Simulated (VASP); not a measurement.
Input of a VASP 6.6.1 run:

Contents of INCAR:

```
SYSTEM = Ge7I
ALGO = Normal
EDIFF = 1E-6
ENCUT = 520
GGA = PE
ISIF = 2
ISMEAR = 0
LASPH = .True.
LCHARG = .True.
LELF = .True.
LREAL = .False.
LVHAR = .True.
LWAVE = .False.
NBANDS = 62
NELM = 100
PREC = Accurate
SIGMA = 0.1
```

File KPOINTS:

```
k-points
0
Gamma
  9 9 8
  0 0 0
```

The input POSCAR:

```
Ge7I
1.0
    6.4164669140      0.0000000000      0.0000000000
   -3.2082334570      5.5568233500      0.0000000000
    0.0000000000      0.0000000000      4.9938814751
Ge I
7 1
Direct
   -0.0323635376      0.4838182312      0.0000000000
    0.5161817688      1.0323635376      0.0000000000
    0.5161817688      0.4838182312      0.0000000000
    0.1933616602      0.8066383398      0.5000000000
    0.1933616602      0.3867233204      0.5000000000
    0.6132766796      0.8066383398      0.5000000000
    0.6666666667      0.3333333333      0.5000000000
    0.0000000000      0.0000000000      0.0000000000
```

Potentials or basis: VASP PAW PBE potentials, release 64 (Ge_d, I).

Run with:

```bash
$ cat potpaw_PBE.64/Ge_d/POTCAR potpaw_PBE.64/I/POTCAR > POTCAR
$ mpirun -np 1 vasp_std > vasp.out
```

Q: Predict the largest force.

A: 0.005 eV/Å.

Q: Estimate the pressure.

A: -0.1 GPa.

Q: Estimate the band gap on the k mesh.

A: Zero (an odd number of electrons rules out a gap without spin polarisation).

Forces in eV/Å, atoms in the order of the input:
```
Ge   0.005  0.003  0.000
Ge   0.000 -0.005  0.000
Ge  -0.005  0.003  0.000
Ge  -0.002  0.001  0.000
Ge   0.000 -0.002  0.000
Ge   0.002  0.001  0.000
Ge   0.000  0.000  0.000
I    0.000  0.000  0.000
```

Caveat: spin-orbit coupling is left out, which moves the levels of the heavy elements; an odd number of electrons without spin polarisation forces a metal; a magnetic or distorted state may lie lower.
